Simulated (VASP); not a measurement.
# BAs3: single point with PBE

BAs3:

```
B As
1.0
     7.11500    0.12168   -0.07623
     0.12168    7.45798    0.06557
    -0.07623    0.06557    7.56050
B As
5 15
Direct
  0.02147 0.49375 0.89745
  0.35068 0.54093 0.39822
  0.01568 0.37687 0.08667
  0.34787 0.28047 0.50727
  0.16743 0.69051 0.24457
  0.67385 0.43647 0.21059
  0.98679 0.34133 0.38649
  0.67402 0.93702 0.09380
  0.80554 0.62818 0.00495
  0.00891 0.27154 0.74933
  0.62703 0.40493 0.57328
  0.19039 0.97635 0.87713
  0.32036 0.75293 0.05133
  0.97413 0.91512 0.25708
  0.29084 0.34442 0.20943
  0.16906 0.85395 0.59639
  0.30197 0.97939 0.25990
  0.86451 0.67013 0.54443
  0.70304 0.83440 0.77104
  0.57315 0.23036 0.96051
```

| Item | Value |
| --- | --- |
| Program | VASP 6.6.1 |
| Task | single point |
| Functional | PBE |
| Potentials or basis | VASP PAW PBE potentials, release 64 (B, As) |
| Cutoff | 420 eV |
| k mesh | 1 × 1 × 1, shifted |
| Occupations | fermi-dirac, width 0.3447 eV |
| Spin | no spin polarisation |

* Pressure: 6.2 GPa
* Largest force: 4.551 eV/Å

Forces on the atoms (eV/Å):
```
B   -0.062 -1.109  0.715
B   -1.255  0.117 -0.330
B    0.767  0.197  0.126
B    0.157  1.264 -0.519
B    0.225 -1.087  2.517
As  -0.694 -0.852  0.791
As  -0.222 -0.367  0.212
As  -0.848  0.692  0.087
As   1.143  0.793 -1.961
As   0.414  0.401  0.195
As  -2.320 -0.368  0.411
As  -1.151  2.372 -0.568
As   2.214 -2.998 -2.611
As  -0.281 -0.702  1.870
As   0.580 -0.901 -0.806
As   0.369 -1.087 -1.044
As   1.503  2.150  2.502
As   0.713  0.644 -0.448
As  -1.037  0.695 -0.870
As  -0.214  0.144 -0.268
```

Stress tensor (GPa, compression positive):
```
 4.98  0.14 -2.14
 0.14  6.47  0.16
-2.14  0.16  7.31
```

Levels at points of the mesh, in eV from the Fermi level:
```
           k point  band 44  band 45  band 46  band 47  band 48  band 49
(0.25, 0.25, 0.25)    -0.25    -0.19    -0.04     0.32     0.50     0.76
```

Wall time 37 s on 1 thread of Intel(R) Xeon(R) 6975P-C (Granite Rapids) (shared host), peak memory 0.31 GiB.

Caveat: the atoms stand as in a frame of molecular dynamics.
